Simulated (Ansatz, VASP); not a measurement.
# C: VASP beside Ansatz

```xyz
2
Lattice="0.0000 1.7858 1.7858 1.7858 0.0000 1.7858 1.7858 1.7858 0.0000" Properties=species:S:1:pos:R:3 pbc="T T T"
C     0.0000    0.0000    0.0000
C     0.8929    0.8929    0.8929
```

Alike in both runs: functional PBE; k mesh 12 × 12 × 12; no spin polarisation.

Ansatz relaxed the structure, and its values are those at the end. VASP's run is a single point on that final structure, the one shown.

```csv
,VASP,Ansatz
version,VASP 6.6.1,Ansatz 0.2.0
potentials or method,"VASP PAW PBE potentials, release 64 (C)","scalar-relativistic, plane waves, PAW"
plane-wave cutoff (eV),520,420
occupations,"gaussian, width 0.01 eV",fixed
valence electrons in the cell,8,8
```

Ansatz gave:

| Item | Value |
| --- | --- |
| pressure (GPa) | 0.0 |

**Question.** Which values does VASP return?

**Answer.** Pressure (GPa): 0.7.
